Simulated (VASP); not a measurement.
RbBr, 2 atoms in the cell. It takes space group Pm-3m (No. 221, cubic). The conventional cell has a = 4.124 Å, b = 4.124 Å, c = 4.124 Å, α = 90.00°, β = 90.00°, γ = 90.00°. Within 4.7 Å of Rb (site symmetry m-3m) lie 8 Br at 3.57 Å and 6 Rb at 4.12 Å. Br (site symmetry m-3m) has 8 Rb at 3.57 Å and 6 Br at 4.12 Å within 4.7 Å. 

| Quantity | Value |
| --- | --- |
| Program | VASP 6.6.1 |
| Task | single point |
| Functional | PBE |
| Potentials or basis | VASP PAW PBE potentials, release 64 (Rb_sv, Br) |
| Cutoff | 500 eV |
| k mesh | 4 × 4 × 4 |
| Occupations | methfessel-paxton, width 0.001 eV |
| Spin | no spin polarisation |
| Dipole correction | no |
| Further INCAR settings | ALGO = Normal; EDIFF = 1e-06; NBANDS = 15 |

Potentials or basis: VASP PAW PBE potentials, release 64 (Rb_sv, Br).

Command:

```sh
$ cat potpaw_PBE.64/Rb_sv/POTCAR potpaw_PBE.64/Br/POTCAR > POTCAR
$ mpirun -np 1 vasp_std > vasp.out
```

Hardware: 1 thread of Intel Xeon 8259CL, with other jobs on the host.

How long does it take, and how much memory?

Wall time 18 s on 1 thread of Intel Xeon 8259CL, with other jobs on the host, peak memory 0.16 GiB. Counts: scf iterations 11, k points 10.
